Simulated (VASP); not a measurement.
# RhN2 (Pnnm) in VASP: notebook

The runs below take RhN2 through single point, with LDA.

Program: VASP 6.6.1. These are calculated values, not measurements. Logs are shortened: lines on timing, memory, paths and dates and some standing lists are left out, and cuts for length are marked.

**1. The cell of the first run**

Symmetry: Pnnm, No. 58, orthorhombic system. The conventional cell has a = 4.141 Å, b = 4.982 Å, c = 2.872 Å, α = 90.00°, β = 90.00°, γ = 90.00°. Rh (site symmetry 2/m) has 12 N at 2.13 to 2.98 Å and 2 Rh at 2.87 Å within 3.0 Å. N (site symmetry m) has 1 N at 1.32 Å within 1.8 Å.

**2. Single point, LDA**

INCAR reads:

```
SYSTEM = RhN2
PREC     = Accurate       ! precision mode
ENCUT    = 520            ! plane-wave cutoff, eV
EDIFF    = 1E-6           ! SCF threshold, eV
ISMEAR   = 1              ! smearing method
SIGMA    = 0.1            ! smearing width, eV
LREAL    = .FALSE.        ! projectors in reciprocal space
LASPH    = .TRUE.         ! aspherical terms in the spheres
NELM     = 80             ! most SCF steps
ALGO     = Normal         ! electronic algorithm
ISIF     = 2              ! what is computed and relaxed
LWAVE    = .FALSE.        ! write WAVECAR
LCHARG   = .TRUE.         ! write CHGCAR
GGA      = CA             ! functional
LELF     = .TRUE.         ! ELF
LVHAR    = .TRUE.       
NBANDS   = 34             ! bands
```

KPOINTS reads:

```
regular mesh
0
G
  6 5 8
  0 0 0
```

POSCAR reads:

```
RhN2
1.0
    4.1413316158      0.0000000000      0.0000000000
    0.0000000000      4.9824028554      0.0000000000
    0.0000000000      0.0000000000      2.8718256591
Rh N
2 4
Direct
    0.5000000000      0.5000000000      0.5000000000
    0.0000000000      0.0000000000      0.0000000000
    0.3785140000      0.9149360000      0.5000000000
    0.6214860000      0.0850640000      0.5000000000
    0.1214860000      0.4149360000      0.0000000000
    0.8785140000      0.5850640000      0.0000000000
```

Potentials or basis: VASP PAW LDA potentials, release 64 (Rh_pv, N).

On the command line:

```bash
> cat potpaw_LDA.64/Rh_pv/POTCAR potpaw_LDA.64/N/POTCAR > POTCAR
> mpirun -np 1 vasp_std > vasp.out
```

OUTCAR:

```text
SYSTEM = RhN2
   PREC = Accurate
   ENCUT = 520
   EDIFF = 1E-6
   ISMEAR = 1
   LREAL = .FALSE.
   LASPH = .TRUE.
   NELM = 80
   ISIF = 2
   GGA = CA

 ion  position               nearest neighbor table
   1  0.500  0.500  0.500-   3 2.13   4 2.13   5 2.17   6 2.17   5 2.17   6 2.17
   2  0.000  0.000  0.000-   5 2.13   6 2.13   3 2.17   4 2.17   3 2.17   4 2.17
   3  0.379  0.915  0.500-   4 1.32   1 2.13   2 2.17   2 2.17
   4  0.621  0.085  0.500-   3 1.32   1 2.13   2 2.17   2 2.17
   5  0.121  0.415  0.000-   6 1.32   2 2.13   1 2.17   1 2.17
   6  0.879  0.585  0.000-   5 1.32   2 2.13   1 2.17   1 2.17

  LATTYP: Found a simple orthorhombic cell.
 ALAT       =     2.8718256591
 B/A-ratio  =     1.4420553708
 C/A-ratio  =     1.7349252520

  Lattice vectors:

 A1 = (   0.0000000000,   0.0000000000,   2.8718256591)
 A2 = (   4.1413316158,   0.0000000000,   0.0000000000)
 A3 = (   0.0000000000,   4.9824028554,   0.0000000000)

Analysis of symmetry for initial positions (statically):
=====================================================================
 Subroutine PRICEL returns:
 Original cell was already a primitive cell.

 Routine SETGRP: Setting up the symmetry group for a
 simple orthorhombic supercell.

 Subroutine GETGRP returns: Found  8 space group operations
 (whereof  4 operations were pure point group operations)
 out of a pool of  8 trial point group operations.

The static configuration has the point symmetry C_2h.
 The point group associated with its full space group is D_2h.

Analysis of symmetry for dynamics (positions and initial velocities):
=====================================================================
 Subroutine PRICEL returns:
 Original cell was already a primitive cell.

 Routine SETGRP: Setting up the symmetry group for a
 simple orthorhombic supercell.

 Subroutine GETGRP returns: Found  8 space group operations
 (whereof  4 operations were pure point group operations)
 out of a pool of  8 trial point group operations.

The dynamic configuration has the point symmetry C_2h.
 The point group associated with its full space group is D_2h.

 Subroutine INISYM returns: Found  8 space group operations
 (whereof  4 operations are pure point group operations),
 and found     1 'primitive' translations

----------------------------------------------------------------------------------------

                                     Primitive cell

  volume of cell :      59.2566

  direct lattice vectors                    reciprocal lattice vectors
     4.141331616  0.000000000  0.000000000     0.241468226  0.000000000  0.000000000
     0.000000000  4.982402855  0.000000000     0.000000000  0.200706372  0.000000000
     0.000000000  0.000000000  2.871825659     0.000000000  0.000000000  0.348210553

  length of vectors
     4.141331616  4.982402855  2.871825659     0.241468226  0.200706372  0.348210553

  position of ions in fractional coordinates (direct lattice)
     0.500000000  0.500000000  0.500000000
     0.000000000  0.000000000  0.000000000
     0.378514000  0.914936000  0.500000000
     0.621486000  0.085064000  0.500000000
     0.121486000  0.414936000  0.000000000
     0.878514000  0.585064000  0.000000000

  ion indices of the primitive-cell ions
   primitive index   ion index
                 1           1
                 2           2
                 3           3
                 4           4
                 5           5
                 6           6

----------------------------------------------------------------------------------------

 KPOINTS: regular mesh

Automatic generation of k-mesh.
 Grid dimensions read from file:
 generate k-points for:    6    5    8

 Generating k-lattice:

  Cartesian coordinates                     Fractional coordinates (reciprocal lattice)
     0.040244704  0.000000000  0.000000000     0.166666667  0.000000000  0.000000000
     0.000000000  0.040141274  0.000000000     0.000000000  0.200000000  0.000000000
     0.000000000  0.000000000  0.043526319     0.000000000  0.000000000  0.125000000

  Length of vectors
     0.040244704  0.040141274  0.043526319

  Shift w.r.t. Gamma in fractional coordinates (k-lattice)
     0.000000000  0.000000000  0.000000000

 Subroutine IBZKPT returns following result:
 ===========================================

 Found     60 irreducible k-points:

 Following reciprocal coordinates:
            Coordinates               Weight
  0.000000  0.000000  0.000000      1.000000
  0.166667  0.000000  0.000000      2.000000
  0.333333  0.000000  0.000000      2.000000
  0.500000  0.000000  0.000000      1.000000
  0.000000  0.200000  0.000000      2.000000
  0.166667  0.200000  0.000000      4.000000
[... 16 lines left out ...]
  0.333333  0.400000  0.125000      8.000000
  0.500000  0.400000  0.125000      4.000000
 [... further k-points ...]
   k-points           NKPTS =     60   k-points in BZ     NKDIM =     60   number of bands    NBANDS=     34
   number of dos      NEDOS =    301   number of ions     NIONS =      6
   total plane-waves  NPLWV =  30720
   dimension x,y,z NGX =    32 NGY =   40 NGZ =   24
   dimension x,y,z NGXF=    64 NGYF=   80 NGZF=   48
   ions per type =               2   4
   NGX,Y,Z   is equivalent  to a cutoff of  12.85, 13.35, 13.89 a.u.
   NGXF,Y,Z  is equivalent  to a cutoff of  25.69, 26.69, 27.79 a.u.
 SYSTEM =  RhN2
   PREC   = accura    normal or accurate (medium, high low for compatibility)
   ISTART =      0    job   : 0-new  1-cont  2-samecut
   ICHARG =      2    charge: 1-file 2-atom 10-const
   ISPIN  =      1    spin polarized calculation?
   LNONCOLLINEAR =      F non collinear calculations
   LSORBIT =      F    spin-orbit coupling
   LASPH  =      T    aspherical Exc in radial PAW
   ENCUT  =  520.0 eV  38.22 Ry    6.18 a.u.   7.70  9.26  5.34*2*pi/ulx,y,z
   NELM   =     80;   NELMIN=  2; NELMDL= -5     # of ELM steps
   EDIFF  = 0.1E-05   stopping-criterion for ELM
   LREAL  =      F    real-space projection
   EDIFFG = 0.1E-04   stopping-criterion for IOM
   NSW    =      0    number of steps for IOM
   IBRION =     -1    ionic relax: 0-MD 1-quasi-New 2-CG
   NFREE  =      0    steps in history (QN), initial steepest desc. (CG)
   ISIF   =      2    stress and relaxation
   ISYM   =      2    0-nonsym 1-usesym 2-fastsym
   POTIM  = 0.5000    time-step for ionic-motion
   TEBEG  =    0.0;   TEEND  =   0.0 temperature during run
   PSTRESS=    0.0 pullay stress
   NELECT =      50.0000    total number of electrons
   NUPDOWN=      -1.0000    fix difference up-down
   EMIN   =  10.00;   EMAX   =-10.00  energy-range for DOS
   EFERMI =   0.00;   METHOD = LEGACY
   ISMEAR =     1;   SIGMA  =   0.10  broadening in eV -4-tet -1-fermi 0-gaus
   EFERMI_NEDOS =   21; number of points for ismear=-14 and -15
   IALGO  =     38    algorithm
   IMIX   =      4    mixing-type and parameters
     AMIX     =   0.40;   BMIX     =  1.00
     AMIX_MAG =   1.60;   BMIX_MAG =  1.00
  volume/ion in A,a.u.               =       9.88        66.65
  Fermi-wavevector in a.u.,A,eV,Ry     =   1.546984  2.923376 32.560917  2.393160
  Thomas-Fermi vector in A             =   2.652142
   LORBIT       =      0    0 simple, 1 ext, 2 COOP (PROOUT), +10 PAW based schemes
   GGA     = CA    functional components
   LHFCALC =     F    Hartree Fock is set to
   AEXX    =    0.0000 exact exchange contribution
   IVDW    =     0    specifies the selected vdW correction
   LEPSILON=     F    determine dielectric tensor
   LRPA    =     F    only Hartree local field effects (RPA)
 non-spin polarized calculation
 Methfessel and Paxton  Order N= 1 SIGMA  =   0.10
  energy-cutoff  :      520.00
  volume of cell :       59.26
 maximum number of plane-waves:      1616
 NGX is ok and might be reduce to    32
   NGX = 15   NGY = 19   NGZ = 11

 number of electron      49.9999996 magnetization

 Free energy of the ion-electron system (eV)
  ---------------------------------------------------
  ext. energy  EPLUGINS =         0.00000000
  ---------------------------------------------------
  free energy    TOTEN  =       -52.39701485 eV

  energy without entropy =      -52.39780795  energy(sigma->0) =      -52.39727922

 E-fermi :   8.1040     XC(G=0): -13.0810

 val. band max:        8.1039320059   @ k =   0.1667   0.0000   0.3750
 cond. band min:       8.1054235440   @ k =   0.3333   0.4000   0.2500
 fundamental gap:      0.0014915381
 Fermi energy:         8.1039906731

 k-point     1 :       0.0000    0.0000    0.0000
  band No.  band energies     occupation
      1     -38.5358      2.00000
      2     -38.5295      2.00000
      3     -38.4705      2.00000
      4     -38.4621      2.00000
      5     -38.3391      2.00000
      6     -38.3190      2.00000
[... 26 lines left out ...]
     33      16.4329      0.00000
     34      18.5117      0.00000

 k-point     2 :       0.1667    0.0000    0.0000
  band No.  band energies     occupation
      1     -38.5358      2.00000
      2     -38.5303      2.00000
      3     -38.4698      2.00000
      4     -38.4626      2.00000
      5     -38.3382      2.00000
      6     -38.3208      2.00000
[... 26 lines left out ...]
     33      17.1734      0.00000
     34      17.7954      0.00000

 k-point     3 :       0.3333    0.0000    0.0000
  band No.  band energies     occupation
      1     -38.5356      2.00000
      2     -38.5322      2.00000
      3     -38.4682      2.00000
      4     -38.4640      2.00000
      5     -38.3355      2.00000
      6     -38.3253      2.00000
[... 26 lines left out ...]
     33      17.9588      0.00000
     34      18.2325      0.00000
[... 704 lines left out ...]
 k-point    23 :       0.3333    0.4000    0.1250
  band No.  band energies     occupation
      1     -38.5316      2.00000
      2     -38.5305      2.00000
      3     -38.4980      2.00000
      4     -38.4967      2.00000
      5     -38.3283      2.00000
      6     -38.3253      2.00000
[... 26 lines left out ...]
     33      17.3207      0.00000
     34      17.8589      0.00000

 k-point    24 :       0.5000    0.4000    0.1250
  band No.  band energies     occupation
      1     -38.5321      2.00000
      2     -38.5321      2.00000
      3     -38.4973      2.00000
      4     -38.4973      2.00000
      5     -38.3266      2.00000
      6     -38.3266      2.00000
[... 26 lines left out ...]
     33      16.8725      0.00000
     34      16.8725      0.00000

 [... further k-points ...]

------------------------ aborting loop because EDIFF is reached ----------------------------------------

  FORCE on cell =-STRESS in cart. coord.  units (eV):
  Direction    XX          YY          ZZ          XY          YZ          ZX
  --------------------------------------------------------------------------------------
  -------------------------------------------------------------------------------------
  Total      -11.6085725    -10.8880505     -8.3237601      0.0000000      0.0000000      0.0000000
  in kB     -313.8719316   -294.3904995   -225.0573586      0.0000000      0.0000000      0.0000000
  external PRESSURE =    -277.7732632 kB  Pullay stress =       0.0000000 kB

 VOLUME and BASIS-vectors are now :
 -----------------------------------------------------------------------------
  energy-cutoff  :      520.00
  volume of cell :       59.26
      direct lattice vectors                 reciprocal lattice vectors
     4.141331616  0.000000000  0.000000000     0.241468226  0.000000000  0.000000000
     0.000000000  4.982402855  0.000000000     0.000000000  0.200706372  0.000000000
     0.000000000  0.000000000  2.871825659     0.000000000  0.000000000  0.348210553

 POSITION                                       TOTAL-FORCE (eV/Angst)
 -----------------------------------------------------------------------------------
      2.07067      2.49120      1.43591        -0.000000      0.000000      0.000000
      0.00000      0.00000      0.00000        -0.000000      0.000000      0.000000
      1.56755      4.55858      1.43591         0.401788      0.519226      0.000000
      2.57378      0.42382      1.43591        -0.401788     -0.519226      0.000000
      0.50311      2.06738      0.00000        -0.401788      0.519226      0.000000
      3.63822      2.91502      0.00000         0.401788     -0.519226      0.000000
 -----------------------------------------------------------------------------------
    total drift:                                0.000000      0.000000     -0.000000

  FREE ENERGIE OF THE ION-ELECTRON SYSTEM (eV)
  ---------------------------------------------------
  free  energy   TOTEN  =       -52.3970148505 eV

  energy  without entropy=      -52.3978079478  energy(sigma->0) =      -52.39727922
```

It took 41 s on 1 thread of AMD EPYC 9R45 (Zen 5), shared host; peak memory 0.18 GiB.

What came out:

* Free energy: -52.3970 eV
* Pressure: -27.8 GPa
* Largest force: 0.657 eV/Å
* Band gap on the k mesh: zero (bands 25 and 26 overlap by 1.93 eV)

Forces on the atoms (eV/Å):
```
Rh   0.000  0.000  0.000
Rh   0.000  0.000  0.000
N    0.402  0.519  0.000
N   -0.402 -0.519  0.000
N   -0.402  0.519  0.000
N    0.402 -0.519  0.000
```

Levels at points of the mesh, in eV from the Fermi level:
```
           k point  band 22  band 23  band 24  band 25  band 26  band 27  band 28  band 29
(0.00, 0.00, 0.00)    -2.34    -1.76    -1.59    -1.32    -1.11     2.34     4.29     4.31
(0.50, 0.00, 0.00)    -1.69    -1.36    -1.36     0.45     0.45     1.92     1.92     3.06
(0.00, 0.00, 0.50)    -1.79    -0.08    -0.08     0.23     0.23     1.41     1.41     2.78
(0.50, 0.00, 0.50)    -2.53    -1.53    -1.53     0.53     0.53     2.72     2.72     5.10
```

Caveat: the cell stands under tension.

[end of part 1 of 2]
